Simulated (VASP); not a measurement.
# SiNi (Pnma) in VASP: notebook

SiNi is run at these levels: PBE; tasks: single point.

Everything below comes from runs of VASP 6.6.1. Logs are shortened: lines on timing, memory, paths and dates and some standing lists are left out, and cuts for length are marked.

### 1 The cell of the first run

It takes space group Pnma (No. 62, orthorhombic). The conventional cell has a = 5.085 Å, b = 3.342 Å, c = 5.522 Å, α = 90.00°, β = 90.00°, γ = 90.00°. Si (site symmetry m) has 6 Ni at 2.27 to 2.37 Å and 2 Si at 2.63 Å within 3.0 Å. Ni (site symmetry m) has 6 Si at 2.27 to 2.37 Å and 4 Ni at 2.64 to 2.65 Å within 3.0 Å.

### 2 Single point, PBE (volume scaled by 0.960)

Contents of INCAR:

```
  ALGO = Normal
  EDIFF = 1E-7
  ENCUT = 520
  GGA = PE
  ISIF = 2
  ISMEAR = 0
  LASPH = T
  LCHARG = F
  LREAL = F
  LWAVE = F
  NBANDS = 38
  NELM = 80
  PREC = Accurate
  SIGMA = 0.05
```

Contents of KPOINTS:

```
k-points
0
Gamma
  8 10 6
```

Contents of POSCAR:

```
SiNi
1.0
    5.0850414846      0.0000000000      0.0000000000
    0.0000000000      3.3424523693      0.0000000000
    0.0000000000      0.0000000000      5.5219381597
Si Ni
4 4
Direct
    0.3232730282      0.7500000000      0.0856769939
    0.1767269718      0.2500000000      0.5856769939
    0.8232730282      0.7500000000      0.4143230061
    0.6767269718      0.2500000000      0.9143230061
    0.0100064009      0.2500000000      0.1864725421
    0.4899935991      0.7500000000      0.6864725421
    0.5100064009      0.2500000000      0.3135274579
    0.9899935991      0.7500000000      0.8135274579
```

Potentials or basis: VASP PAW PBE potentials, release 64 (Si, Ni).

Started as:

```
> cat potpaw_PBE.64/Si/POTCAR potpaw_PBE.64/Ni/POTCAR > POTCAR
> mpirun -np 1 vasp_std > vasp.out
```

OUTCAR:

```text
EDIFF = 1E-7
   ENCUT = 520
   GGA = PE
   ISIF = 2
   ISMEAR = 0
   LASPH = T
   LREAL = F
   NELM = 80
   PREC = Accurate

 ion  position               nearest neighbor table
   1  0.323  0.750  0.086-   8 2.27   7 2.30   7 2.30   6 2.36   5 2.37   5 2.37   4 2.63   4 2.63
                             3 3.12   3 3.12
   2  0.177  0.250  0.586-   7 2.27   8 2.30   8 2.30   5 2.36   6 2.37   6 2.37   3 2.63   3 2.63
                             4 3.12   4 3.12
   3  0.823  0.750  0.414-   6 2.27   5 2.30   5 2.30   8 2.36   7 2.37   7 2.37   2 2.63   2 2.63
                             1 3.12   1 3.12
   4  0.677  0.250  0.914-   5 2.27   6 2.30   6 2.30   7 2.36   8 2.37   8 2.37   1 2.63   1 2.63
                             2 3.12   2 3.12
   5  0.010  0.250  0.186-   4 2.27   3 2.30   3 2.30   2 2.36   1 2.37   1 2.37   7 2.64   7 2.64
                             8 2.65   8 2.65
   6  0.490  0.750  0.686-   3 2.27   4 2.30   4 2.30   1 2.36   2 2.37   2 2.37   8 2.64   8 2.64
                             7 2.65   7 2.65
   7  0.510  0.250  0.314-   2 2.27   1 2.30   1 2.30   4 2.36   3 2.37   3 2.37   5 2.64   5 2.64
                             6 2.65   6 2.65
   8  0.990  0.750  0.814-   1 2.27   2 2.30   2 2.30   3 2.36   4 2.37   4 2.37   6 2.64   6 2.64
                             5 2.65   5 2.65

  LATTYP: Found a simple orthorhombic cell.
 ALAT       =     3.3424523693
 B/A-ratio  =     1.5213504705
 C/A-ratio  =     1.6520618844

  Lattice vectors:

 A1 = (   0.0000000000,  -3.3424523693,   0.0000000000)
 A2 = (   5.0850414846,   0.0000000000,   0.0000000000)
 A3 = (   0.0000000000,   0.0000000000,   5.5219381597)

Analysis of symmetry for initial positions (statically):
=====================================================================
 Subroutine PRICEL returns:
 Original cell was already a primitive cell.

 Routine SETGRP: Setting up the symmetry group for a
 simple orthorhombic supercell.

 Subroutine GETGRP returns: Found  8 space group operations
 (whereof  2 operations were pure point group operations)
 out of a pool of  8 trial point group operations.

The static configuration has the point symmetry S_2 .
 The point group associated with its full space group is D_2h.

Analysis of symmetry for dynamics (positions and initial velocities):
=====================================================================
 Subroutine PRICEL returns:
 Original cell was already a primitive cell.

 Routine SETGRP: Setting up the symmetry group for a
 simple orthorhombic supercell.

 Subroutine GETGRP returns: Found  8 space group operations
 (whereof  2 operations were pure point group operations)
 out of a pool of  8 trial point group operations.

The dynamic configuration has the point symmetry S_2 .
 The point group associated with its full space group is D_2h.

 Subroutine INISYM returns: Found  8 space group operations
 (whereof  2 operations are pure point group operations),
 and found     1 'primitive' translations

----------------------------------------------------------------------------------------

                                     Primitive cell

  volume of cell :      93.8537

  direct lattice vectors                    reciprocal lattice vectors
     5.085041485  0.000000000  0.000000000     0.196655229  0.000000000  0.000000000
     0.000000000  3.342452369  0.000000000     0.000000000  0.299181526  0.000000000
     0.000000000  0.000000000  5.521938160     0.000000000  0.000000000  0.181095835

  length of vectors
     5.085041485  3.342452369  5.521938160     0.196655229  0.299181526  0.181095835

  position of ions in fractional coordinates (direct lattice)
     0.323273028  0.750000000  0.085676994
     0.176726972  0.250000000  0.585676994
     0.823273028  0.750000000  0.414323006
     0.676726972  0.250000000  0.914323006
     0.010006401  0.250000000  0.186472542
     0.489993599  0.750000000  0.686472542
     0.510006401  0.250000000  0.313527458
     0.989993599  0.750000000  0.813527458

  ion indices of the primitive-cell ions
   primitive index   ion index
                 1           1
                 2           2
                 3           3
                 4           4
                 5           5
                 6           6
                 7           7
                 8           8

----------------------------------------------------------------------------------------

 KPOINTS: k-points

Automatic generation of k-mesh.
 Grid dimensions read from file:
 generate k-points for:    8   10    6

 Generating k-lattice:

  Cartesian coordinates                     Fractional coordinates (reciprocal lattice)
     0.024581904  0.000000000  0.000000000     0.125000000  0.000000000  0.000000000
     0.000000000  0.029918153  0.000000000     0.000000000  0.100000000  0.000000000
     0.000000000  0.000000000  0.030182639     0.000000000  0.000000000  0.166666667

  Length of vectors
     0.024581904  0.029918153  0.030182639

  Shift w.r.t. Gamma in fractional coordinates (k-lattice)
     0.000000000  0.000000000  0.000000000

 Subroutine IBZKPT returns following result:
 ===========================================

 Found    120 irreducible k-points:

 Following reciprocal coordinates:
            Coordinates               Weight
  0.000000  0.000000  0.000000      1.000000
  0.125000  0.000000  0.000000      2.000000
  0.250000  0.000000  0.000000      2.000000
  0.375000  0.000000  0.000000      2.000000
  0.500000  0.000000  0.000000      1.000000
  0.000000  0.100000  0.000000      2.000000
[... 16 lines left out ...]
  0.250000  0.400000  0.000000      4.000000
  0.375000  0.400000  0.000000      4.000000
 [... further k-points ...]
   k-points           NKPTS =    120   k-points in BZ     NKDIM =    120   number of bands    NBANDS=     38
   number of dos      NEDOS =    301   number of ions     NIONS =      8
   total plane-waves  NPLWV =  47040
   dimension x,y,z NGX =    40 NGY =   28 NGZ =   42
   dimension x,y,z NGXF=    80 NGYF=   56 NGZF=   84
   ions per type =               4   4
   NGX,Y,Z   is equivalent  to a cutoff of  13.08, 13.93, 12.64 a.u.
   NGXF,Y,Z  is equivalent  to a cutoff of  26.15, 27.85, 25.29 a.u.
 SYSTEM =  unknown system
   PREC   = accura    normal or accurate (medium, high low for compatibility)
   ISTART =      0    job   : 0-new  1-cont  2-samecut
   ICHARG =      2    charge: 1-file 2-atom 10-const
   ISPIN  =      1    spin polarized calculation?
   LNONCOLLINEAR =      F non collinear calculations
   LSORBIT =      F    spin-orbit coupling
   LASPH  =      T    aspherical Exc in radial PAW
   ENCUT  =  520.0 eV  38.22 Ry    6.18 a.u.   9.45  6.21 10.27*2*pi/ulx,y,z
   NELM   =     80;   NELMIN=  2; NELMDL= -5     # of ELM steps
   EDIFF  = 0.1E-06   stopping-criterion for ELM
   LREAL  =      F    real-space projection
   EDIFFG = 0.1E-05   stopping-criterion for IOM
   NSW    =      0    number of steps for IOM
   IBRION =     -1    ionic relax: 0-MD 1-quasi-New 2-CG
   NFREE  =      0    steps in history (QN), initial steepest desc. (CG)
   ISIF   =      2    stress and relaxation
   ISYM   =      2    0-nonsym 1-usesym 2-fastsym
   POTIM  = 0.5000    time-step for ionic-motion
   TEBEG  =    0.0;   TEEND  =   0.0 temperature during run
   PSTRESS=    0.0 pullay stress
   NELECT =      56.0000    total number of electrons
   NUPDOWN=      -1.0000    fix difference up-down
   EMIN   =  10.00;   EMAX   =-10.00  energy-range for DOS
   EFERMI =   0.00;   METHOD = LEGACY
   ISMEAR =     0;   SIGMA  =   0.05  broadening in eV -4-tet -1-fermi 0-gaus
   EFERMI_NEDOS =   21; number of points for ismear=-14 and -15
   IALGO  =     38    algorithm
   IMIX   =      4    mixing-type and parameters
     AMIX     =   0.40;   BMIX     =  1.00
     AMIX_MAG =   1.60;   BMIX_MAG =  1.00
  volume/ion in A,a.u.               =      11.73        79.17
  Fermi-wavevector in a.u.,A,eV,Ry     =   1.378226  2.604469 25.844358  1.899507
  Thomas-Fermi vector in A             =   2.503307
   LORBIT       =      0    0 simple, 1 ext, 2 COOP (PROOUT), +10 PAW based schemes
   GGA     = PE    functional components
   LHFCALC =     F    Hartree Fock is set to
   AEXX    =    0.0000 exact exchange contribution
   IVDW    =     0    specifies the selected vdW correction
   LEPSILON=     F    determine dielectric tensor
   LRPA    =     F    only Hartree local field effects (RPA)
 non-spin polarized calculation
 Gauss-broadening in eV      SIGMA  =   0.05
  energy-cutoff  :      520.00
  volume of cell :       93.85
 maximum number of plane-waves:      2552
 NGX is ok and might be reduce to    40
   NGX = 19   NGY = 13   NGZ = 21

 number of electron      56.0000022 magnetization

 Free energy of the ion-electron system (eV)
  ---------------------------------------------------
  ext. energy  EPLUGINS =         0.00000000
  ---------------------------------------------------
  free energy    TOTEN  =       -47.51787814 eV

  energy without entropy =      -47.51619969  energy(sigma->0) =      -47.51703892

 E-fermi :  10.8741     XC(G=0): -12.3717

 val. band max:       10.8735968656   @ k =   0.1250   0.2000   0.3333
 cond. band min:      10.8755564979   @ k =   0.0000   0.0000   0.3333
 fundamental gap:      0.0019596322
 Fermi energy:        10.8740784737

 k-point     1 :       0.0000    0.0000    0.0000
  band No.  band energies     occupation
      1      -2.3734      2.00000
      2       1.0836      2.00000
      3       2.3648      2.00000
      4       3.0133      2.00000
      5       4.2506      2.00000
      6       4.7495      2.00000
[... 30 lines left out ...]
     37      17.2404      0.00000
     38      17.6791      0.00000

 k-point     2 :       0.1250    0.0000    0.0000
  band No.  band energies     occupation
      1      -2.2868      2.00000
      2       0.9046      2.00000
      3       2.4271      2.00000
      4       2.6926      2.00000
      5       4.6217      2.00000
      6       4.8209      2.00000
[... 894 lines left out ...]
 k-point    24 :       0.3750    0.4000    0.0000
  band No.  band energies     occupation
      1       0.3564      2.00000
      2       1.4323      2.00000
      3       2.4138      2.00000
      4       3.0090      2.00000
      5       4.8166      2.00000
      6       5.0729      2.00000
[... 30 lines left out ...]
     37      16.9602      0.00000
     38      17.5733      0.00000

 [... further k-points ...]

------------------------ aborting loop because EDIFF is reached ----------------------------------------

  FORCE on cell =-STRESS in cart. coord.  units (eV):
  Direction    XX          YY          ZZ          XY          YZ          ZX
  --------------------------------------------------------------------------------------
  -------------------------------------------------------------------------------------
  Total        4.3661321      4.3021696      4.3781446      0.0000000      0.0000000      0.0000000
  in kB       74.5343015     73.4423974     74.7393666      0.0000000      0.0000000      0.0000000
  external PRESSURE =      74.2386885 kB  Pullay stress =       0.0000000 kB

 VOLUME and BASIS-vectors are now :
 -----------------------------------------------------------------------------
  energy-cutoff  :      520.00
  volume of cell :       93.85
      direct lattice vectors                 reciprocal lattice vectors
     5.085041485  0.000000000  0.000000000     0.196655229  0.000000000  0.000000000
     0.000000000  3.342452369  0.000000000     0.000000000  0.299181526  0.000000000
     0.000000000  0.000000000  5.521938160     0.000000000  0.000000000  0.181095835

 POSITION                                       TOTAL-FORCE (eV/Angst)
 -----------------------------------------------------------------------------------
      1.64386      2.50684      0.47310         0.000798      0.000000      0.005640
      0.89866      0.83561      3.23407        -0.000798     -0.000000      0.005640
      4.18638      2.50684      2.28787         0.000798      0.000000     -0.005640
      3.44118      0.83561      5.04884        -0.000798     -0.000000     -0.005640
      0.05088      0.83561      1.02969         0.010576     -0.000000     -0.002343
      2.49164      2.50684      3.79066        -0.010576     -0.000000     -0.002343
      2.59340      0.83561      1.73128         0.010576      0.000000      0.002343
      5.03416      2.50684      4.49225        -0.010576      0.000000      0.002343
 -----------------------------------------------------------------------------------
    total drift:                                0.000000      0.000000      0.000000

  FREE ENERGIE OF THE ION-ELECTRON SYSTEM (eV)
  ---------------------------------------------------
  free  energy   TOTEN  =       -47.5178781403 eV

  energy  without entropy=      -47.5161996908  energy(sigma->0) =      -47.51703892
```

It took 7.1 min on 1 thread of Intel Xeon 6975P-C, shared host; peak memory 0.44 GiB.

What came out:

```yaml
Free_energy: -47.5179 eV
Pressure: 7.4 GPa
Largest_force: 0.011 eV/Å
Band_gap_on_the_k_mesh: zero (band 28 reaches 12.00 eV, above the bottom of band 29 at 10.14 eV)
```

Forces in eV/Å, atoms in the order of the input:
```
Si   0.001  0.000  0.006
Si  -0.001  0.000  0.006
Si   0.001  0.000 -0.006
Si  -0.001  0.000 -0.006
Ni   0.011  0.000 -0.002
Ni  -0.011  0.000 -0.002
Ni   0.011  0.000  0.002
Ni  -0.011  0.000  0.002
```

Stress tensor (GPa, compression positive):
```
7.45 0.00 0.00
0.00 7.34 0.00
0.00 0.00 7.47
```

Levels at points of the mesh, in eV from the Fermi level:
```
           k point  band 25  band 26  band 27  band 28  band 29  band 30  band 31  band 32
(0.00, 0.00, 0.00)    -1.78    -1.23    -1.13    -0.92     0.66     1.39     3.32     3.95
(0.50, 0.00, 0.00)    -1.87    -1.87     1.05     1.05     1.11     1.11     3.80     3.80
(0.00, 0.50, 0.00)    -1.96    -1.96    -1.40    -1.40    -0.59    -0.59     2.10     2.10
(0.50, 0.50, 0.00)    -1.74    -1.74    -1.74    -1.74     0.55     0.55     0.55     0.55
(0.00, 0.00, 0.50)    -1.42    -1.42    -0.20    -0.20     0.93     0.93     3.41     3.41
(0.50, 0.00, 0.50)    -1.00    -1.00     0.82     0.82     2.35     2.35     2.77     2.77
(0.00, 0.50, 0.50)    -2.03    -2.03    -1.71    -1.71     0.19     0.19     1.42     1.42
(0.50, 0.50, 0.50)    -1.93    -1.93    -1.93    -1.93     2.69     2.69     2.69     2.69
```

### 3 Single point, PBE (volume scaled by 0.980)

Contents of INCAR:

```
PREC = Accurate
ENCUT = 520
EDIFF = 1E-6
ISMEAR = 0
SIGMA = 0.05
LREAL = F
LASPH = T
NELM = 80
ALGO = Normal
ISIF = 2
LWAVE = F
LCHARG = F
GGA = PE
NBANDS = 38
```

Contents of KPOINTS:

```
Automatic mesh
0
Gamma
  8 10 6
```

Contents of POSCAR:

```
SiNi
1.0
    5.1189936477      0.0000000000      0.0000000000
    0.0000000000      3.3597504147      0.0000000000
    0.0000000000      0.0000000000      5.5707606855
Si Ni
4 4
Direct
    0.3222998009      0.7500000000      0.0848865513
    0.1777001991      0.2500000000      0.5848865513
    0.8222998009      0.7500000000      0.4151134487
    0.6777001991      0.2500000000      0.9151134487
    0.0091445005      0.2500000000      0.1874519891
    0.4908554995      0.7500000000      0.6874519891
    0.5091445005      0.2500000000      0.3125480109
    0.9908554995      0.7500000000      0.8125480109
```

Potentials or basis: VASP PAW PBE potentials, release 64 (Si, Ni).

Started as:

```
> cat potpaw_PBE.64/Si/POTCAR potpaw_PBE.64/Ni/POTCAR > POTCAR
> mpirun -np 1 vasp_std > vasp.out
```

It took 6.7 min on 1 thread of Intel Xeon 6975P-C, shared host; peak memory 0.44 GiB.

It converged, with:

```yaml
Free_energy: -47.5841 eV
Pressure: 3.5 GPa
Largest_force: 0.011 eV/Å
Band_gap_on_the_k_mesh: zero (band 28 reaches 11.67 eV, above the bottom of band 29 at 9.83 eV)
```

Forces on the atoms (eV/Å):
```
Si   0.002  0.000  0.005
Si  -0.002  0.000  0.005
Si   0.002  0.000 -0.005
Si  -0.002  0.000 -0.005
Ni   0.011  0.000 -0.002
Ni  -0.011  0.000 -0.002
Ni   0.011  0.000  0.002
Ni  -0.011  0.000  0.002
```

Stress tensor (GPa, compression positive):
```
3.53 0.00 0.00
0.00 3.42 0.00
0.00 0.00 3.55
```

Levels at points of the mesh, in eV from the Fermi level:
| k point | band 25 | band 26 | band 27 | band 28 | band 29 | band 30 | band 31 | band 32 |
| --- | --- | --- | --- | --- | --- | --- | --- | --- |
| (0.00, 0.00, 0.00) | -1.79 | -1.17 | -1.12 | -0.92 | 0.65 | 1.32 | 3.31 | 3.90 |
| (0.50, 0.00, 0.00) | -1.84 | -1.84 | 1.07 | 1.07 | 1.08 | 1.08 | 3.72 | 3.72 |
| (0.00, 0.50, 0.00) | -1.90 | -1.90 | -1.39 | -1.39 | -0.59 | -0.59 | 2.04 | 2.04 |
| (0.50, 0.50, 0.00) | -1.69 | -1.69 | -1.69 | -1.69 | 0.50 | 0.50 | 0.50 | 0.50 |
| (0.00, 0.00, 0.50) | -1.41 | -1.41 | -0.22 | -0.22 | 0.93 | 0.93 | 3.32 | 3.32 |
| (0.50, 0.00, 0.50) | -1.01 | -1.01 | 0.80 | 0.80 | 2.32 | 2.32 | 2.77 | 2.77 |
| (0.00, 0.50, 0.50) | -1.98 | -1.98 | -1.68 | -1.68 | 0.18 | 0.18 | 1.35 | 1.35 |
| (0.50, 0.50, 0.50) | -1.89 | -1.89 | -1.89 | -1.89 | 2.60 | 2.60 | 2.60 | 2.60 |

 Spin polarisation is off, so any magnetic state and its effect on volume and gap are missing.

[end of part 1 of 2]
